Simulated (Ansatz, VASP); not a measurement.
**Two plane-wave programs on Zn4SeO3**

```
CELL_PARAMETERS angstrom
3.46762 0.00000 0.00000
-1.73381 3.00304 0.00000
0.00000 0.00000 11.32214
ATOMIC_POSITIONS crystal
Zn 0.66667 0.33333 0.10337
Zn 0.66667 0.33333 0.54726
Zn 0.00000 0.00000 0.32574
Zn 0.00000 0.00000 0.76949
Se 0.00000 0.00000 0.99177
O 0.66667 0.33333 0.27749
O 0.66667 0.33333 0.72475
O 0.00000 0.00000 0.50193
```

Change from the starting cell: species swapped into the InGa3N4 type (P3m1, No. 156).

Alike in both runs: functional PBE; k mesh 4 × 4 × 1; occupations gaussian, width 0.15 eV; no spin polarisation.

Ansatz relaxed the structure, and its values are those at the end. VASP's run is a single point on that final structure, the one shown.

```csv
,VASP,Ansatz
version,VASP 6.6.1,Ansatz 0.2.0
potentials or method,"VASP PAW PBE potentials, release 64 (Zn, Se, O), cutoff 520 eV","scalar-relativistic, plane waves, PAW"
valence electrons in the cell,72,82
```

|  | VASP | Ansatz | Ansatz less VASP |
| --- | --- | --- | --- |
| gap on the k mesh at the Fermi level (eV) | none | none | - |
| pressure (GPa) | 0.6 | 0.0 | -0.58 |
| rms of the force components (eV/Å) | 0.021 | 0.009 | -0.0115 |

A gap of «none» marks a metal or a gap that the smearing closes. VASP's potentials hold 72 valence electrons a cell and Ansatz's 82, so a difference there can come from the potentials and not from the codes.

The k mesh is coarse, so the values compare programs but aren't converged.
